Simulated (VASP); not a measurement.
# CdTe (e600) (I-4m2) in VASP: further runs, part 2 of 2

VASP 6.6.1. Earlier steps stand in the parts before.

### Step 4. Single point, PBEsol

INCAR reads:

```
ALGO = Normal
EDIFF = 1E-6
ENCUT = 500
GGA = PS
GGA_COMPAT = False
ISIF = 2
ISMEAR = 0
LASPH = True
LCHARG = False
LREAL = False
LWAVE = False
NBANDS = 16
NELM = 120
PREC = Accurate
SIGMA = 0.01
```

KPOINTS reads:

```
k-points
0
Gamma
  6 6 6
```

POSCAR reads:

```
CdTe
1.0
    0.0000000000      3.1511616752      3.3691454774
    3.1511616752      0.0000000000      3.3691454774
    3.1511616752      3.1511616752      0.0000000000
Cd Te
1 1
Direct
    0.0000000000      0.0000000000      0.0000000000
    0.2500000000      0.2500000000      0.2500000000
```

Potentials or basis: VASP PAW PBE potentials, release 64 (Cd, Te).

On the command line:

```
$ cat potpaw_PBE.64/Cd/POTCAR potpaw_PBE.64/Te/POTCAR > POTCAR
$ mpirun -np 1 vasp_std > vasp.out
```

OUTCAR:

```text
EDIFF = 1E-6
   ENCUT = 500
   GGA = PS
   ISIF = 2
   ISMEAR = 0
   LASPH = True
   LREAL = False
   NELM = 120
   PREC = Accurate

 ion  position               nearest neighbor table
   1  0.000  0.000  0.000-   2 2.79   2 2.79   2 2.79   2 2.79
   2  0.250  0.250  0.250-   1 2.79   1 2.79   1 2.79   1 2.79

  LATTYP: Found a body centered tetragonal cell.
 ALAT       =     4.4564155783
 C/A-ratio  =     1.5120427699

  Lattice vectors:

 A1 = (  -3.1511616752,   0.0000000000,   3.3691454774)
 A2 = (   3.1511616752,   0.0000000000,   3.3691454774)
 A3 = (   0.0000000000,   3.1511616752,  -3.3691454774)

Analysis of symmetry for initial positions (statically):
=====================================================================
 Subroutine PRICEL returns:
 Original cell was already a primitive cell.

 Routine SETGRP: Setting up the symmetry group for a
 body centered tetragonal supercell.

 Subroutine GETGRP returns: Found  8 space group operations
 (whereof  8 operations were pure point group operations)
 out of a pool of 16 trial point group operations.

The static configuration has the point symmetry D_2d.

Analysis of symmetry for dynamics (positions and initial velocities):
=====================================================================
 Subroutine PRICEL returns:
 Original cell was already a primitive cell.

 Routine SETGRP: Setting up the symmetry group for a
 body centered tetragonal supercell.

 Subroutine GETGRP returns: Found  8 space group operations
 (whereof  8 operations were pure point group operations)
 out of a pool of 16 trial point group operations.

The dynamic configuration has the point symmetry D_2d.

 Subroutine INISYM returns: Found  8 space group operations
 (whereof  8 operations are pure point group operations),
 and found     1 'primitive' translations

----------------------------------------------------------------------------------------

                                     Primitive cell

  volume of cell :      66.9100

  direct lattice vectors                    reciprocal lattice vectors
     0.000000000  3.151161675  3.369145477    -0.158671643  0.158671643  0.148405583
     3.151161675  0.000000000  3.369145477     0.158671643 -0.158671643  0.148405583
     3.151161675  3.151161675  0.000000000     0.158671643  0.158671643 -0.148405583

  length of vectors
     4.613129215  4.613129215  4.456415578     0.269030849  0.269030849  0.269030849

  position of ions in fractional coordinates (direct lattice)
     0.000000000  0.000000000  0.000000000
     0.250000000  0.250000000  0.250000000

  ion indices of the primitive-cell ions
   primitive index   ion index
                 1           1
                 2           2

----------------------------------------------------------------------------------------

 KPOINTS: k-points

Automatic generation of k-mesh.
 Grid dimensions read from file:
 generate k-points for:    6    6    6

 Generating k-lattice:

  Cartesian coordinates                     Fractional coordinates (reciprocal lattice)
    -0.026445274  0.026445274  0.024734264     0.166666667  0.000000000  0.000000000
     0.026445274 -0.026445274  0.024734264     0.000000000  0.166666667  0.000000000
     0.026445274  0.026445274 -0.024734264     0.000000000  0.000000000  0.166666667

  Length of vectors
     0.044838475  0.044838475  0.044838475

  Shift w.r.t. Gamma in fractional coordinates (k-lattice)
     0.000000000  0.000000000  0.000000000

 Subroutine IBZKPT returns following result:
 ===========================================

 Found     30 irreducible k-points:

 Following reciprocal coordinates:
            Coordinates               Weight
  0.000000  0.000000  0.000000      1.000000
  0.166667  0.000000  0.000000      8.000000
  0.333333 -0.000000  0.000000      8.000000
  0.500000  0.000000  0.000000      4.000000
  0.166667  0.166667  0.000000      2.000000
  0.333333  0.166667  0.000000      8.000000
[... 16 lines left out ...]
  0.333333  0.000000  0.333333      4.000000
  0.500000  0.000000  0.333333     16.000000
 [... further k-points ...]
   k-points           NKPTS =     30   k-points in BZ     NKDIM =     30   number of bands    NBANDS=     16
   number of dos      NEDOS =    301   number of ions     NIONS =      2
   total plane-waves  NPLWV =  46656
   dimension x,y,z NGX =    36 NGY =   36 NGZ =   36
   dimension x,y,z NGXF=    72 NGYF=   72 NGZF=   72
   ions per type =               1   1
   NGX,Y,Z   is equivalent  to a cutoff of  12.97, 12.97, 13.43 a.u.
   NGXF,Y,Z  is equivalent  to a cutoff of  25.95, 25.95, 26.86 a.u.
 SYSTEM =  unknown system
   PREC   = accura    normal or accurate (medium, high low for compatibility)
   ISTART =      0    job   : 0-new  1-cont  2-samecut
   ICHARG =      2    charge: 1-file 2-atom 10-const
   ISPIN  =      1    spin polarized calculation?
   LNONCOLLINEAR =      F non collinear calculations
   LSORBIT =      F    spin-orbit coupling
   LASPH  =      T    aspherical Exc in radial PAW
   ENCUT  =  500.0 eV  36.75 Ry    6.06 a.u.   8.41  8.41  8.13*2*pi/ulx,y,z
   NELM   =    120;   NELMIN=  2; NELMDL= -5     # of ELM steps
   EDIFF  = 0.1E-05   stopping-criterion for ELM
   LREAL  =      F    real-space projection
   EDIFFG = 0.1E-04   stopping-criterion for IOM
   NSW    =      0    number of steps for IOM
   IBRION =     -1    ionic relax: 0-MD 1-quasi-New 2-CG
   NFREE  =      0    steps in history (QN), initial steepest desc. (CG)
   ISIF   =      2    stress and relaxation
   ISYM   =      2    0-nonsym 1-usesym 2-fastsym
   POTIM  = 0.5000    time-step for ionic-motion
   TEBEG  =    0.0;   TEEND  =   0.0 temperature during run
   PSTRESS=    0.0 pullay stress
   NELECT =      18.0000    total number of electrons
   NUPDOWN=      -1.0000    fix difference up-down
   EMIN   =  10.00;   EMAX   =-10.00  energy-range for DOS
   EFERMI =   0.00;   METHOD = LEGACY
   ISMEAR =     0;   SIGMA  =   0.01  broadening in eV -4-tet -1-fermi 0-gaus
   EFERMI_NEDOS =   21; number of points for ismear=-14 and -15
   IALGO  =     38    algorithm
   IMIX   =      4    mixing-type and parameters
     AMIX     =   0.40;   BMIX     =  1.00
     AMIX_MAG =   1.60;   BMIX_MAG =  1.00
  volume/ion in A,a.u.               =      33.46       225.77
  Fermi-wavevector in a.u.,A,eV,Ry     =   1.056822  1.997105 15.195984  1.116873
  Thomas-Fermi vector in A             =   2.192072
   LORBIT       =      0    0 simple, 1 ext, 2 COOP (PROOUT), +10 PAW based schemes
   GGA     = PS    functional components
   LHFCALC =     F    Hartree Fock is set to
   AEXX    =    0.0000 exact exchange contribution
   IVDW    =     0    specifies the selected vdW correction
   LEPSILON=     F    determine dielectric tensor
   LRPA    =     F    only Hartree local field effects (RPA)
 non-spin polarized calculation
 Gauss-broadening in eV      SIGMA  =   0.01
  energy-cutoff  :      500.00
  volume of cell :       66.91
 maximum number of plane-waves:      1745
 NGX is ok and might be reduce to    36
   NGX = 17   NGY = 17   NGZ = 17

 number of electron      17.9999995 magnetization

 Free energy of the ion-electron system (eV)
  ---------------------------------------------------
  ext. energy  EPLUGINS =         0.00000000
  ---------------------------------------------------
  free energy    TOTEN  =        -5.46676184 eV

  energy without entropy =       -5.46676184  energy(sigma->0) =       -5.46676184

 E-fermi :   2.5457     XC(G=0):  -8.8593

 val. band max:        2.4494624718   @ k =   0.0000   0.0000   0.0000
 cond. band min:       3.0603979964   @ k =   0.0000   0.0000   0.0000
 fundamental gap:      0.6109355246
 Fermi energy:         2.5457120826

 k-point     1 :       0.0000    0.0000    0.0000
  band No.  band energies     occupation
      1      -8.9344      2.00000
      2      -5.9596      2.00000
      3      -5.9416      2.00000
      4      -5.9416      2.00000
      5      -5.6795      2.00000
      6      -5.6667      2.00000
[... 8 lines left out ...]
     15      11.1707      0.00000
     16      11.6901      0.00000
[... 419 lines left out ...]
 k-point    24 :       0.5000    0.0000    0.3333
  band No.  band energies     occupation
      1      -8.4017      2.00000
      2      -5.8332      2.00000
      3      -5.7925      2.00000
      4      -5.7496      2.00000
      5      -5.6509      2.00000
      6      -5.1963      2.00000
[... 8 lines left out ...]
     15      12.8510      0.00000
     16      13.9494      0.00000

 [... further k-points ...]

------------------------ aborting loop because EDIFF is reached ----------------------------------------

  FORCE on cell =-STRESS in cart. coord.  units (eV):
  Direction    XX          YY          ZZ          XY          YZ          ZX
  --------------------------------------------------------------------------------------
  -------------------------------------------------------------------------------------
  Total        0.6018305      0.6018305      0.0732543      0.0000000      0.0000000     -0.0000000
  in kB       14.4109844     14.4109844      1.7540922      0.0000000      0.0000000     -0.0000000
  external PRESSURE =      10.1920204 kB  Pullay stress =       0.0000000 kB

 VOLUME and BASIS-vectors are now :
 -----------------------------------------------------------------------------
  energy-cutoff  :      500.00
  volume of cell :       66.91
      direct lattice vectors                 reciprocal lattice vectors
     0.000000000  3.151161675  3.369145477    -0.158671643  0.158671643  0.148405583
     3.151161675  0.000000000  3.369145477     0.158671643 -0.158671643  0.148405583
     3.151161675  3.151161675  0.000000000     0.158671643  0.158671643 -0.148405583

 POSITION                                       TOTAL-FORCE (eV/Angst)
 -----------------------------------------------------------------------------------
      0.00000      0.00000      0.00000         0.000000      0.000000      0.000000
      1.57558      1.57558      1.68457        -0.000000     -0.000000      0.000000
 -----------------------------------------------------------------------------------
    total drift:                                0.000000      0.000000     -0.000000

  FREE ENERGIE OF THE ION-ELECTRON SYSTEM (eV)
  ---------------------------------------------------
  free  energy   TOTEN  =        -5.4667618413 eV

  energy  without entropy=       -5.4667618413  energy(sigma->0) =       -5.46676184
```

OSZICAR:

```text
N       E                     dE             d eps       ncg     rms          rms(c)
DAV:   1     0.978788779763E+02    0.97879E+02   -0.80263E+03   968   0.942E+02
DAV:   2    -0.226437110226E+01   -0.10014E+03   -0.95237E+02  1160   0.234E+02
DAV:   3    -0.569561856269E+01   -0.34312E+01   -0.34273E+01  1160   0.448E+01
DAV:   4    -0.572615135780E+01   -0.30533E-01   -0.30531E-01  1496   0.377E+00
DAV:   5    -0.572624436354E+01   -0.93006E-04   -0.93006E-04  1240   0.177E-01    0.563E+00
DAV:   6    -0.548629536568E+01    0.23995E+00   -0.43721E-01  1136   0.844E+00    0.465E+00
DAV:   7    -0.546765994423E+01    0.18635E-01   -0.10296E-01  1184   0.214E+00    0.187E+00
DAV:   8    -0.546674655052E+01    0.91339E-03   -0.10577E-02  1088   0.117E+00    0.482E-01
DAV:   9    -0.546671696948E+01    0.29581E-04   -0.77466E-04  1184   0.308E-01    0.117E-01
DAV:  10    -0.546674267944E+01   -0.25710E-04   -0.10720E-04  1240   0.965E-02    0.549E-02
DAV:  11    -0.546676405864E+01   -0.21379E-04   -0.47307E-05  1144   0.439E-02    0.410E-02
DAV:  12    -0.546676206795E+01    0.19907E-05   -0.39705E-06  1128   0.144E-02    0.209E-02
DAV:  13    -0.546676184131E+01    0.22664E-06   -0.63418E-07   920   0.377E-03
   1 F= -.54667618E+01 E0= -.54667618E+01  d E =-.305491E-44
```

Wall time 22 s (1 thread of AMD EPYC 9R45 (Zen 5), shared host); peak memory 0.18 GiB.

Results:

```
Free energy            : -5.4668 eV
Pressure               : 1.0 GPa
Band gap on the k mesh : 0.61 eV, direct
```

Caveat: the PAW data sets were made with another functional, which shifts forces and pressure a little; spin-orbit coupling is left out, which moves the levels of the heavy elements.

### Step 5. Summary

```tsv
cell	smearing	gap on the mesh (eV)	pressure (GPa)
a = 4.612, b = 4.612, c = 4.456 Å, angles 61.1, 61.1, 57.8°, 2 atoms	gaussian 0.02 eV	0.61	1.0
a = 4.613, b = 4.613, c = 4.456 Å, angles 61.1, 61.1, 57.8°, 2 atoms	gaussian 0.02 eV	0.61	1.0
a = 4.613, b = 4.613, c = 4.456 Å, angles 61.1, 61.1, 57.8°, 2 atoms	gaussian 0.01 eV	0.61	1.0
```

Alike in all rows: task single point; level PBEsol; potentials or basis VASP PAW PBE potentials, release 64 (Cd, Te); no spin polarisation; k mesh 6 × 6 × 6; cutoff (eV) 500.

Caveats: the PAW data sets were made with another functional, which shifts forces and pressure a little; spin-orbit coupling is left out, which moves the levels of the heavy elements.

Total energies depend on the potentials used, so only differences within one code and one set of settings carry meaning.
